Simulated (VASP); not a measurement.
# Si16C in VASP: further runs

Si16C is run at these levels: PBE; tasks: single point.

Program: VASP 6.6.1. These are calculated values, not measurements. Logs are shortened: lines on timing, memory, paths and dates and some standing lists are left out, and cuts for length are marked.

**1. The cell of the first run**

The cell holds a slab with vacuum, 17 atoms: a = 7.702 Å, b = 6.365 Å, c = 19.753 Å, α = 90.00°, β = 90.00°, γ = 90.00°.

**2. Single point, PBE, collinear spin**

File INCAR:

```
SYSTEM = Si16C
PREC = Accurate ; ENCUT = 520
EDIFF = 1E-7 ; ISMEAR = 0
SIGMA = 0.05 ; LREAL = Auto
LASPH = .TRUE. ; NELM = 150
ALGO = Normal ; ISIF = 2
LWAVE = .FALSE. ; LCHARG = .FALSE.
ISPIN = 2 ; MAGMOM = 0 0 0 0 0 0 0 0 0 0 0 0 0 0 0 0 2
LORBIT = 11 ; LDIPOL = .TRUE.
IDIPOL = 3 ; DIPOL = 0.5 0.5 0.322
GGA = PE ; NBANDS = 52
```

File KPOINTS:

```
regular mesh
0
G
  4 4 1
  0 0 0
```

File POSCAR:

```
Si16C
1.0
    7.7021643869      0.0000000000      0.0000000000
    0.0000000000      6.3646811531      0.0000000000
    0.0000000000      0.0000000000     19.7525434939
Si C
16 1
Direct
    0.0000000000      0.9370679262      0.2025055660
    0.5000000000      0.9370679262      0.2025055660
    0.0000000000      0.5629320738      0.2025055660
    0.5000000000      0.5629320738      0.2025055660
    0.2500000000      0.4370679262      0.2587875163
    0.7500000000      0.4370679262      0.2587875163
    0.2500000000      0.0629320738      0.2587875163
    0.7500000000      0.0629320738      0.2587875163
    0.2500000000      0.9333044689      0.3720589473
    0.7500000000      0.9333044689      0.3720589473
    0.2500000000      0.5666955311      0.3720589473
    0.7500000000      0.5666955311      0.3720589473
    0.0000000000      0.4259907553      0.4177964978
    0.5000000000      0.4259907553      0.4177964978
    0.0000000000      0.0740092447      0.4177964978
    0.5000000000      0.0740092447      0.4177964978
    0.2500000000      0.9259907553      0.4652057138
```

Potentials or basis: VASP PAW PBE potentials, release 64 (Si, C).

Started as:

```console
cat potpaw_PBE.64/Si/POTCAR potpaw_PBE.64/C/POTCAR > POTCAR
mpirun -np 1 vasp_std > vasp.out
```

OUTCAR:

```text
SYSTEM = Si16C
   PREC = Accurate
   ENCUT = 520
   EDIFF = 1E-7
   ISMEAR = 0
   LREAL = Auto
   LASPH = .TRUE.
   NELM = 150
   ISIF = 2
   ISPIN = 2
   LORBIT = 11
   GGA = PE

 ion  position               nearest neighbor table
   1  0.000  0.937  0.203-   7 2.36   8 2.36   3 2.38
   2  0.500  0.937  0.203-   7 2.36   8 2.36   4 2.38
   3  0.000  0.563  0.203-   5 2.36   6 2.36   1 2.38
   4  0.500  0.563  0.203-   5 2.36   6 2.36   2 2.38
   5  0.250  0.437  0.259-   3 2.36   4 2.36   7 2.38  11 2.38
   6  0.750  0.437  0.259-   3 2.36   4 2.36   8 2.38  12 2.38
   7  0.250  0.063  0.259-   1 2.36   2 2.36   5 2.38   9 2.38
   8  0.750  0.063  0.259-   1 2.36   2 2.36   6 2.38  10 2.38
   9  0.250  0.933  0.372-  17 1.84  16 2.31  15 2.31  11 2.33   7 2.38
  10  0.750  0.933  0.372-  15 2.31  16 2.31  12 2.33   8 2.38
  11  0.250  0.567  0.372-  13 2.31  14 2.31   9 2.33   5 2.38
  12  0.750  0.567  0.372-  13 2.31  14 2.31  10 2.33   6 2.38
  13  0.000  0.426  0.418-  15 2.24  12 2.31  11 2.31
  14  0.500  0.426  0.418-  16 2.24  12 2.31  11 2.31
  15  0.000  0.074  0.418-  13 2.24  10 2.31   9 2.31  17 2.34
  16  0.500  0.074  0.418-  14 2.24  10 2.31   9 2.31  17 2.34
  17  0.250  0.926  0.465-   9 1.84  15 2.34  16 2.34

  LATTYP: Found a simple orthorhombic cell.
 ALAT       =     6.3646811531
 B/A-ratio  =     1.2101414355
 C/A-ratio  =     3.1034615904

  Lattice vectors:

 A1 = (   0.0000000000,  -6.3646811531,   0.0000000000)
 A2 = (   7.7021643869,   0.0000000000,   0.0000000000)
 A3 = (   0.0000000000,   0.0000000000,  19.7525434939)

Analysis of symmetry for initial positions (statically):
=====================================================================
 Subroutine PRICEL returns:
 Original cell was already a primitive cell.

 Routine SETGRP: Setting up the symmetry group for a
 simple orthorhombic supercell.

 Subroutine GETGRP returns: Found  2 space group operations
 (whereof  1 operations were pure point group operations)
 out of a pool of  8 trial point group operations.

The static configuration has the point symmetry C_1 .
 The point group associated with its full space group is C_1h.

Analysis of symmetry for dynamics (positions and initial velocities):
=====================================================================
 Subroutine PRICEL returns:
 Original cell was already a primitive cell.

 Routine SETGRP: Setting up the symmetry group for a
 simple orthorhombic supercell.

 Subroutine GETGRP returns: Found  2 space group operations
 (whereof  1 operations were pure point group operations)
 out of a pool of  8 trial point group operations.

The dynamic configuration has the point symmetry C_1 .
 The point group associated with its full space group is C_1h.

Analysis of structural, dynamic, and magnetic symmetry:
=====================================================================
 Subroutine PRICEL returns:
 Original cell was already a primitive cell.

 Routine SETGRP: Setting up the symmetry group for a
 simple orthorhombic supercell.

 Subroutine GETGRP returns: Found  2 space group operations
 (whereof  1 operations were pure point group operations)
 out of a pool of  8 trial point group operations.

The overall configuration has the point symmetry C_1 .
 The point group associated with its full space group is C_1h.

 Subroutine INISYM returns: Found  2 space group operations
 (whereof  1 operations are pure point group operations),
 and found     1 'primitive' translations

----------------------------------------------------------------------------------------

                                     Primitive cell

  volume of cell :     968.3056

  direct lattice vectors                    reciprocal lattice vectors
     7.702164387  0.000000000  0.000000000     0.129833635  0.000000000  0.000000000
     0.000000000  6.364681153  0.000000000     0.000000000  0.157117061  0.000000000
     0.000000000  0.000000000 19.752543494     0.000000000  0.000000000  0.050626391

  length of vectors
     7.702164387  6.364681153 19.752543494     0.129833635  0.157117061  0.050626391

  position of ions in fractional coordinates (direct lattice)
     0.000000000  0.937067926  0.202505566
     0.500000000  0.937067926  0.202505566
     0.000000000  0.562932074  0.202505566
     0.500000000  0.562932074  0.202505566
     0.250000000  0.437067926  0.258787516
     0.750000000  0.437067926  0.258787516
[... 85 lines left out ...]
   ENCUT  =  520.0 eV  38.22 Ry    6.18 a.u.  14.32 11.83 36.73*2*pi/ulx,y,z
   NELM   =    150;   NELMIN=  2; NELMDL= -5     # of ELM steps
   EDIFF  = 0.1E-06   stopping-criterion for ELM
   LREAL  =      T    real-space projection
   EDIFFG = 0.1E-05   stopping-criterion for IOM
   NSW    =      0    number of steps for IOM
   IBRION =     -1    ionic relax: 0-MD 1-quasi-New 2-CG
   NFREE  =      0    steps in history (QN), initial steepest desc. (CG)
   ISIF   =      2    stress and relaxation
   ISYM   =      2    0-nonsym 1-usesym 2-fastsym
   POTIM  = 0.5000    time-step for ionic-motion
   TEBEG  =    0.0;   TEEND  =   0.0 temperature during run
   PSTRESS=    0.0 pullay stress
   NELECT =      68.0000    total number of electrons
   NUPDOWN=      -1.0000    fix difference up-down
   EMIN   =  10.00;   EMAX   =-10.00  energy-range for DOS
   EFERMI =   0.00;   METHOD = LEGACY
   ISMEAR =     0;   SIGMA  =   0.05  broadening in eV -4-tet -1-fermi 0-gaus
   EFERMI_NEDOS =   21; number of points for ismear=-14 and -15
   IALGO  =     38    algorithm
   IMIX   =      4    mixing-type and parameters
     AMIX     =   0.40;   BMIX     =  1.00
     AMIX_MAG =   1.60;   BMIX_MAG =  1.00
  volume/ion in A,a.u.               =      56.96       384.38
  Fermi-wavevector in a.u.,A,eV,Ry     =   0.675420  1.276358  6.206864  0.456192
  Thomas-Fermi vector in A             =   1.752430
   LORBIT       =     11    0 simple, 1 ext, 2 COOP (PROOUT), +10 PAW based schemes
   GGA     = PE    functional components
   LHFCALC =     F    Hartree Fock is set to
   AEXX    =    0.0000 exact exchange contribution
   IVDW    =     0    specifies the selected vdW correction
   LEPSILON=     F    determine dielectric tensor
   LRPA    =     F    only Hartree local field effects (RPA)
 spin polarized calculation
 Gauss-broadening in eV      SIGMA  =   0.05
  energy-cutoff  :      520.00
  volume of cell :      968.31
 maximum number of plane-waves:     26115
 NGX is ok and might be reduce to    60
   NGX = 29   NGY = 23   NGZ = 73

 dipolmoment           0.000000      0.000000     -0.349788 electrons x Angstroem

 number of electron      67.9999999 magnetization       0.0000601

 number of electron      67.9999999 magnetization      -0.0000738

 dipolmoment           0.000000      0.000000      0.105311 electrons x Angstroem

 Free energy of the ion-electron system (eV)
  ---------------------------------------------------
  ext. energy  EPLUGINS =         0.00000000
  ---------------------------------------------------
  free energy    TOTEN  =       -83.55672498 eV

  energy without entropy =      -83.54470895  energy(sigma->0) =      -83.55071696

 E-fermi :  -1.3365     XC(G=0):  -3.9763

 val. band max:       -1.3503372569   @ k =   0.0000   0.0000   0.0000
 cond. band min:      -1.3241963848   @ k =   0.2500   0.0000   0.0000
 fundamental gap:      0.0261408721
 Fermi energy:        -1.3365452017

 spin component 1

 k-point     1 :       0.0000    0.0000    0.0000
  band No.  band energies     occupation
      1     -13.8709      1.00000
      2     -12.3473      1.00000
      3     -11.4758      1.00000
      4     -10.9278      1.00000
      5     -10.5396      1.00000
      6     -10.1640      1.00000
[... 430 lines left out ...]
     45       1.9608      0.00000
     46       2.0300      0.00000
 Fermi energy:        -1.3365452017

 spin component 2

 k-point     1 :       0.0000    0.0000    0.0000
  band No.  band energies     occupation
      1     -13.8709      1.00000
      2     -12.3473      1.00000
      3     -11.4758      1.00000
      4     -10.9278      1.00000
      5     -10.5396      1.00000
      6     -10.1640      1.00000
[... 430 lines left out ...]
     45       1.9608      0.00000
     46       2.0300      0.00000
 [bands above 46 left out]

------------------------ aborting loop because EDIFF is reached ----------------------------------------

 vacuum level on the upper side and lower side of the slab       (xc-potential included)         0.160        -0.247

  FORCE on cell =-STRESS in cart. coord.  units (eV):
  Direction    XX          YY          ZZ          XY          YZ          ZX
  --------------------------------------------------------------------------------------
  -------------------------------------------------------------------------------------
  Total       -1.7032730     -1.4948237      0.3426059      0.0000000      1.5994669      0.0000000
  in kB       -2.8182686     -2.4733644      0.5668823      0.0000000      2.6465090      0.0000000
  external PRESSURE =      -1.5749169 kB  Pullay stress =       0.0000000 kB

 VOLUME and BASIS-vectors are now :
 -----------------------------------------------------------------------------
  energy-cutoff  :      520.00
  volume of cell :      968.31
      direct lattice vectors                 reciprocal lattice vectors
     7.702164387  0.000000000  0.000000000     0.129833635  0.000000000  0.000000000
     0.000000000  6.364681153  0.000000000     0.000000000  0.157117061  0.000000000
     0.000000000  0.000000000 19.752543494     0.000000000  0.000000000  0.050626391

 POSITION                                       TOTAL-FORCE (eV/Angst)
 -----------------------------------------------------------------------------------
      0.00000      5.96414      4.00000         0.042595     -0.526671      0.507438
      3.85108      5.96414      4.00000        -0.042595     -0.526671      0.507438
      0.00000      3.58288      4.00000         0.010905      0.592665      0.573914
      3.85108      3.58288      4.00000        -0.010905      0.592665      0.573914
      1.92554      2.78180      5.11171         0.000000      0.091931     -0.794870
      5.77662      2.78180      5.11171         0.000000     -0.074684     -0.606179
[... 9 lines left out ...]
      3.85108      0.47105      8.25254        -1.005730     -0.152639      1.124278
      1.92554      5.89364      9.18900         0.000000      0.921634      0.029521
 -----------------------------------------------------------------------------------
    total drift:                               -0.000000      0.005280     -0.029261

  FREE ENERGIE OF THE ION-ELECTRON SYSTEM (eV)
  ---------------------------------------------------
  free  energy   TOTEN  =       -83.5567249794 eV

  energy  without entropy=      -83.5447089484  energy(sigma->0) =      -83.55071696

 vacuum level on the upper side and lower side of the slab         3.851         3.434

 total charge

# of ion       s       p       d       tot
------------------------------------------
    1        0.794   0.835   0.000   1.629
    2        0.794   0.835   0.000   1.629
    3        0.798   0.829   0.000   1.627
    4        0.798   0.829   0.000   1.627
    5        0.770   0.880   0.000   1.651
    6        0.764   0.885   0.000   1.650
[... 9 lines left out ...]
   16        0.774   0.880   0.000   1.654
   17        0.987   1.185   0.000   2.172
--------------------------------------------------
tot         13.402  15.331   0.000  28.733

 magnetization (x)

# of ion       s       p       d       tot
------------------------------------------
    1        0.000   0.000   0.000   0.000
    2        0.000   0.000   0.000   0.000
    3        0.000   0.000   0.000   0.000
    4        0.000   0.000   0.000   0.000
    5       -0.000  -0.000   0.000  -0.000
    6       -0.000  -0.000   0.000  -0.000
[... 9 lines left out ...]
   16       -0.000  -0.000   0.000  -0.000
   17       -0.000  -0.000   0.000  -0.000
--------------------------------------------------
tot         -0.000  -0.000   0.000  -0.000
```

Run time: 84 min. Hardware: 1 thread of Oxide Virtual Turin-like, shared host; peak memory 1.4 GiB.

What came out:

| Item | Value |
| --- | --- |
| Free energy | -83.5567 eV |
| Largest force | 1.981 eV/Å |
| Band gap on the k mesh | zero (filled and empty bands overlap) |
| Net moment | 0.00 μB per cell |
| Valence electrons inside the program's atomic spheres | Si 1.63, 1.65, 1.66, 1.74, 1.68, 1.67, 1.69 (each value once); C 2.17 |

Forces on the atoms (eV/Å):
```
Si   0.043 -0.527  0.507
Si  -0.043 -0.527  0.507
Si   0.011  0.593  0.574
Si  -0.011  0.593  0.574
Si   0.000  0.092 -0.795
Si   0.000 -0.075 -0.606
Si   0.000 -0.043 -0.703
Si   0.000 -0.017 -0.393
Si   0.000 -0.787 -1.817
Si   0.000 -0.483 -0.167
Si   0.000 -0.035  0.094
Si   0.000 -0.001  0.006
Si   0.075  0.300 -0.029
Si  -0.075  0.300 -0.029
Si   1.006 -0.153  1.124
Si  -1.006 -0.153  1.124
C    0.000  0.922  0.030
```

Levels at points of the mesh, in eV from the Fermi level:
Spin up:
```tsv
k point	band 31	band 32	band 33	band 34	band 35	band 36	band 37	band 38
(0.00, 0.00, 0.00)	-0.68	-0.39	-0.30	-0.12	-0.01	0.13	0.87	1.12
(0.50, 0.00, 0.00)	-0.87	-0.73	-0.56	0.28	0.55	0.61	0.84	1.52
(0.00, 0.50, 0.00)	-1.05	-0.72	-0.61	-0.27	0.05	0.27	0.34	0.87
(0.50, 0.50, 0.00)	-0.60	-0.43	-0.39	-0.17	0.10	0.17	0.34	0.87
```
Spin down:
| k point | band 31 | band 32 | band 33 | band 34 | band 35 | band 36 | band 37 | band 38 |
| --- | --- | --- | --- | --- | --- | --- | --- | --- |
| (0.00, 0.00, 0.00) | -0.68 | -0.39 | -0.30 | -0.12 | -0.01 | 0.13 | 0.87 | 1.12 |
| (0.50, 0.00, 0.00) | -0.87 | -0.73 | -0.56 | 0.28 | 0.55 | 0.61 | 0.84 | 1.52 |
| (0.00, 0.50, 0.00) | -1.05 | -0.72 | -0.61 | -0.27 | 0.05 | 0.27 | 0.34 | 0.87 |
| (0.50, 0.50, 0.00) | -0.60 | -0.43 | -0.39 | -0.17 | 0.10 | 0.17 | 0.34 | 0.87 |

[end of part 1 of 2]

The gap in the log of VASP goes by the Fermi energy; the results here count the filled bands.